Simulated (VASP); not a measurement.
# WSe2 in VASP: notebook, part 2 of 2

VASP 6.6.1. Earlier steps stand in the parts before.

## (3) Single point, PBE (strained)

File INCAR:

```
ALGO = Normal
EDIFF = 1E-6
ENCUT = 500
GGA = PE
GGA_COMPAT = F
ISIF = 2
ISMEAR = 0
LASPH = T
LCHARG = F
LREAL = F
LWAVE = F
NBANDS = 20
NELM = 120
PREC = Accurate
SIGMA = 0.02
```

File KPOINTS:

```
k-points
0
Gamma
  9 9 2
```

File POSCAR:

```
WSe2
1.0
    3.2956410525      0.0000000000      0.0000000000
   -1.6478205263      2.8541088732      0.0000000000
    0.0000000000      0.0000000000     16.7960718392
W Se
1 2
Direct
    0.0000000000      0.0000000000      0.0000000000
    0.3333333300      0.6666666700      0.1041978577
    0.3333333300      0.6666666700      0.8958021423
```

Potentials or basis: VASP PAW PBE potentials, release 64 (W_sv, Se).

The run is started by

```bash
> cat potpaw_PBE.64/W_sv/POTCAR potpaw_PBE.64/Se/POTCAR > POTCAR
> mpirun -np 1 vasp_std > vasp.out
```

OUTCAR:

```text
EDIFF = 1E-6
   ENCUT = 500
   GGA = PE
   ISIF = 2
   ISMEAR = 0
   LASPH = T
   LREAL = F
   NELM = 120
   PREC = Accurate

 ion  position               nearest neighbor table
   1  0.000  0.000  0.000-   2 2.59   3 2.59   2 2.59   3 2.59   2 2.59   3 2.59
   2  0.333  0.667  0.104-   1 2.59   1 2.59   1 2.59
   3  0.333  0.667  0.896-   1 2.59   1 2.59   1 2.59

  LATTYP: Found a hexagonal cell.
 ALAT       =     3.2956410525
 C/A-ratio  =     5.0964506060

  Lattice vectors:

 A1 = (   3.2956410525,   0.0000000000,   0.0000000000)
 A2 = (  -1.6478205263,   2.8541088732,   0.0000000000)
 A3 = (   0.0000000000,   0.0000000000,  16.7960718392)

Analysis of symmetry for initial positions (statically):
=====================================================================
 Subroutine PRICEL returns:
 Original cell was already a primitive cell.

 Routine SETGRP: Setting up the symmetry group for a
 hexagonal supercell.

 Subroutine GETGRP returns: Found 12 space group operations
 (whereof 12 operations were pure point group operations)
 out of a pool of 24 trial point group operations.

The static configuration has the point symmetry D_3h.

Analysis of symmetry for dynamics (positions and initial velocities):
=====================================================================
 Subroutine PRICEL returns:
 Original cell was already a primitive cell.

 Routine SETGRP: Setting up the symmetry group for a
 hexagonal supercell.

 Subroutine GETGRP returns: Found 12 space group operations
 (whereof 12 operations were pure point group operations)
 out of a pool of 24 trial point group operations.

The dynamic configuration has the point symmetry D_3h.

[... 110 lines left out ...]
   NELECT =      26.0000    total number of electrons
   NUPDOWN=      -1.0000    fix difference up-down
   EMIN   =  10.00;   EMAX   =-10.00  energy-range for DOS
   EFERMI =   0.00;   METHOD = LEGACY
   ISMEAR =     0;   SIGMA  =   0.02  broadening in eV -4-tet -1-fermi 0-gaus
   EFERMI_NEDOS =   21; number of points for ismear=-14 and -15
   IALGO  =     38    algorithm
   IMIX   =      4    mixing-type and parameters
     AMIX     =   0.40;   BMIX     =  1.00
     AMIX_MAG =   1.60;   BMIX_MAG =  1.00
  volume/ion in A,a.u.               =      52.66       355.38
  Fermi-wavevector in a.u.,A,eV,Ry     =   0.897139  1.695347 10.950771  0.804859
  Thomas-Fermi vector in A             =   2.019686
   LORBIT       =      0    0 simple, 1 ext, 2 COOP (PROOUT), +10 PAW based schemes
   GGA     = PE    functional components
   LHFCALC =     F    Hartree Fock is set to
   AEXX    =    0.0000 exact exchange contribution
   IVDW    =     0    specifies the selected vdW correction
   LEPSILON=     F    determine dielectric tensor
   LRPA    =     F    only Hartree local field effects (RPA)
 non-spin polarized calculation
 Gauss-broadening in eV      SIGMA  =   0.02
  energy-cutoff  :      500.00
  volume of cell :      157.99
 maximum number of plane-waves:      4074
   NGX = 13   NGY = 13   NGZ = 61

 number of electron      25.9999992 magnetization

 Free energy of the ion-electron system (eV)
  ---------------------------------------------------
  ext. energy  EPLUGINS =         0.00000000
  ---------------------------------------------------
  free energy    TOTEN  =       -21.55925856 eV

  energy without entropy =      -21.55925856  energy(sigma->0) =      -21.55925856

 E-fermi :  -0.4923     XC(G=0):  -4.8346

 val. band max:       -0.7502824169   @ k =   0.3333   0.3333   0.0000
 cond. band min:       0.7610175780   @ k =   0.2222   0.1111   0.0000
 fundamental gap:      1.5112999949
 Fermi energy:        -0.4923105911

 k-point     1 :       0.0000    0.0000    0.0000
  band No.  band energies     occupation
      1     -74.9048      2.00000
      2     -39.1196      2.00000
      3     -38.9769      2.00000
      4     -38.9769      2.00000
      5     -15.3432      2.00000
      6     -14.3025      2.00000
[... 541 lines left out ...]
     19       5.6483      0.00000
     20       7.7190      0.00000

------------------------ aborting loop because EDIFF is reached ----------------------------------------

  FORCE on cell =-STRESS in cart. coord.  units (eV):
  Direction    XX          YY          ZZ          XY          YZ          ZX
  --------------------------------------------------------------------------------------
  -------------------------------------------------------------------------------------
  Total       -0.4804212     -0.4804212     -3.3161164      0.0000000     -0.0000000      0.0000000
  in kB       -4.8720818     -4.8720818    -33.6296379      0.0000000     -0.0000000      0.0000000
  external PRESSURE =     -14.4579339 kB  Pullay stress =       0.0000000 kB

 VOLUME and BASIS-vectors are now :
 -----------------------------------------------------------------------------
  energy-cutoff  :      500.00
  volume of cell :      157.99
      direct lattice vectors                 reciprocal lattice vectors
     3.295641053  0.000000000  0.000000000     0.303431103  0.175186029  0.000000000
    -1.647820526  2.854108873  0.000000000     0.000000000  0.350372058  0.000000000
     0.000000000  0.000000000 16.796071839     0.000000000  0.000000000  0.059537731

 POSITION                                       TOTAL-FORCE (eV/Angst)
 -----------------------------------------------------------------------------------
      0.00000      0.00000      0.00000         0.000000     -0.000000      0.000000
     -0.00000      1.90274      1.75011        -0.000000      0.000000     -0.943439
     -0.00000      1.90274     15.04596        -0.000000      0.000000      0.943439
 -----------------------------------------------------------------------------------
    total drift:                                0.000011     -0.000006      0.000000

  FREE ENERGIE OF THE ION-ELECTRON SYSTEM (eV)
  ---------------------------------------------------
  free  energy   TOTEN  =       -21.5592585581 eV

  energy  without entropy=      -21.5592585581  energy(sigma->0) =      -21.55925856
```

OSZICAR:

```text
N       E                     dE             d eps       ncg     rms          rms(c)
DAV:   1     0.164300883332E+03    0.16430E+03   -0.11671E+04  1144   0.106E+03
DAV:   2    -0.959619153931E+01   -0.17390E+03   -0.16833E+03  1280   0.250E+02
DAV:   3    -0.223758780399E+02   -0.12780E+02   -0.12505E+02  1264   0.623E+01
DAV:   4    -0.226320250131E+02   -0.25615E+00   -0.25492E+00  1228   0.936E+00
[... 11 lines left out ...]
DAV:  16    -0.215591755246E+02   -0.58721E-04   -0.84137E-06  1128   0.908E-03    0.773E-03
DAV:  17    -0.215592398747E+02   -0.64350E-04   -0.43793E-06   968   0.590E-03    0.990E-04
DAV:  18    -0.215592509897E+02   -0.11115E-04   -0.38256E-07   992   0.208E-03    0.805E-04
DAV:  19    -0.215592581277E+02   -0.71380E-05   -0.40693E-07   860   0.171E-03    0.633E-04
DAV:  20    -0.215592585581E+02   -0.43044E-06   -0.13321E-08   784   0.511E-04
   1 F= -.21559259E+02 E0= -.21559259E+02  d E =-.154820E-75
```

stdout:

```text
POSCAR found type information on POSCAR W Se
 POSCAR found :  2 types and       3 ions
 scaLAPACK will be used
 LDA part: xc-table for (Slater+PW92), standard interpolation
 POSCAR, INCAR and KPOINTS ok, starting setup
 FFT: planning ... GRIDC
 FFT: planning ... GRID_SOFT
 FFT: planning ... GRID
 WAVECAR not read
 entering main loop
```

Run time: 1.9 min. Hardware: 1 thread of Oxide Virtual Turin-like, shared host; peak memory 0.23 GiB.

What came out:

* Free energy: -21.5593 eV
* Largest force: 0.943 eV/Å
* Band gap on the k mesh: 1.51 eV (least direct gap 1.76 eV)

Forces in eV/Å, atoms in the order of the input:
```
W    0.000  0.000  0.000
Se   0.000  0.000 -0.943
Se   0.000  0.000  0.943
```

Caveat: the cell differs from its parent crystal (strained); there is no dipole correction, which matters where the two faces differ; spin-orbit coupling is left out, which moves the levels of the heavy elements.

## (4) Single point, PBE (strained)

File INCAR:

```
SYSTEM = WSe2
  PREC = Accurate
  ENCUT = 500
  EDIFF = 1E-6
  ISMEAR = 0
  SIGMA = 0.02
  LREAL = .False.
  LASPH = .True.
  NELM = 120
  ALGO = Normal
  ISIF = 2
  LWAVE = .False.
  LCHARG = .False.
  GGA = PE
  NBANDS = 20
  GGA_COMPAT = .False.
```

File KPOINTS:

```
Automatic mesh
0
Gamma
  9 9 2
  0 0 0
```

File POSCAR:

```
WSe2
1.0
    3.3526432203      0.0000000000      0.0000000000
   -1.6763216102      2.9034741986      0.0000000000
    0.0000000000      0.0000000000     16.3326423171
W Se
1 2
Direct
    0.0000000000      0.0000000000      0.0000000000
    0.3333333300      0.6666666700      0.1181670939
    0.3333333300      0.6666666700      0.8818329061
```

The run is started by

```bash
> cat potpaw_PBE.64/W_sv/POTCAR potpaw_PBE.64/Se/POTCAR > POTCAR
> mpirun -np 1 vasp_std > vasp.out
```

Wall time 1.7 min (1 thread of Oxide Virtual Turin-like, shared host); peak memory 0.24 GiB.

It converged, with:

```
Free energy            : -20.7035 eV
Largest force          : 3.093 eV/Å
Band gap on the k mesh : 1.04 eV (least direct gap 1.61 eV)
```

Forces in eV/Å, atoms in the order of the input:
```
W    0.000  0.000  0.000
Se   0.000  0.000 -3.093
Se   0.000  0.000  3.093
```

Levels at points of the mesh, in eV from the valence-band top:
```tsv
k point	band 11	band 12	band 13	band 14	band 15	band 16
(0.00, 0.00, 0.00)	-0.90	-0.47	-0.47	2.37	2.37	2.56
(0.00, 0.00, 0.50)	-0.90	-0.47	-0.47	2.37	2.37	2.56
```

Caveat: the cell differs from its parent crystal (strained); there is no dipole correction, which matters where the two faces differ; spin-orbit coupling is left out, which moves the levels of the heavy elements.

## (5) Single point, PBE (strained)

File INCAR:

```
SYSTEM = WSe2
PREC     = Accurate       ! precision mode
ENCUT    = 500            ! plane-wave cutoff, eV
EDIFF    = 1E-6           ! SCF threshold, eV
ISMEAR   = 0              ! smearing method
SIGMA    = 0.02           ! smearing width, eV
LREAL    = .FALSE.        ! projectors in reciprocal space
LASPH    = .TRUE.         ! aspherical terms in the spheres
NELM     = 120            ! most SCF steps
ALGO     = Normal         ! electronic algorithm
ISIF     = 2              ! what is computed and relaxed
LWAVE    = .FALSE.        ! write WAVECAR
LCHARG   = .FALSE.        ! write CHGCAR
GGA      = PE             ! functional
NBANDS   = 20             ! bands
GGA_COMPAT= .FALSE.
```

File KPOINTS:

```
Automatic mesh
0
G
  9 9 2
  0 0 0
```

File POSCAR:

```
WSe2
1.0
    3.4051661724      0.0000000000      0.0000000000
   -1.7025830863      2.9489604094      0.0000000000
    0.0000000000      0.0000000000     16.5963407116
W Se
1 2
Direct
    0.0000000000      0.0000000000      0.0000000000
    0.3333333300      0.6666666700      0.0924342904
    0.3333333300      0.6666666700      0.9075657096
```

The run is started by

```bash
> cat potpaw_PBE.64/W_sv/POTCAR potpaw_PBE.64/Se/POTCAR > POTCAR
> mpirun -np 1 vasp_std > vasp.out
```

It took 2.7 min on 1 thread of Oxide Virtual Turin-like, shared host; peak memory 0.28 GiB.

The run converged. Its results:

```yaml
Free_energy: -21.3216 eV
Largest_force: 2.275 eV/Å
Band_gap_on_the_k_mesh: 0.59 eV (least direct gap 1.06 eV)
```

Forces on the atoms (eV/Å):
```
W    0.000  0.000  0.000
Se   0.000  0.000  2.275
Se   0.000  0.000 -2.275
```

Levels at points of the mesh, in eV from the valence-band top:
```tsv
k point	band 9	band 10	band 11	band 12	band 13	band 14	band 15	band 16	band 17	band 18
(0.00, 0.00, 0.00)	-3.43	-2.12	-2.12	-1.76	0.00	2.50	2.50	2.99	2.99	3.85
(0.00, 0.00, 0.50)	-3.43	-2.12	-2.12	-1.76	0.00	2.50	2.50	2.99	2.99	3.87
```

Caveat: the cell differs from its parent crystal (strained); there is no dipole correction, which matters where the two faces differ; spin-orbit coupling is left out, which moves the levels of the heavy elements.

## (6) The runs side by side

| cell | gap on the mesh (eV) | largest force (eV/Å) |
| --- | --- | --- |
| a = 3.227, b = 3.227, c = 16.452 Å, angles 90.0, 90.0, 120.0°, 3 atoms, atomic positions A | 1.61 | 0.04 |
| a = 3.296, b = 3.296, c = 16.796 Å, angles 90.0, 90.0, 120.0°, 3 atoms, atomic positions A | 1.51 | 0.94 |
| a = 3.353, b = 3.353, c = 16.333 Å, angles 90.0, 90.0, 120.0°, 3 atoms, atomic positions B | 1.04 | 3.09 |
| a = 3.405, b = 3.405, c = 16.596 Å, angles 90.0, 90.0, 120.0°, 3 atoms, atomic positions C | 0.59 | 2.27 |

Alike in all rows: task single point; level PBE; potentials or basis VASP PAW PBE potentials, release 64 (W_sv, Se); no spin polarisation; k mesh 9 × 9 × 2; cutoff (eV) 500; smearing gaussian 0.02 eV.

Caveats: there is no dipole correction, which matters where the two faces differ; spin-orbit coupling is left out, which moves the levels of the heavy elements.

Total energies depend on the potentials used, so only differences within one code and one set of settings carry meaning.
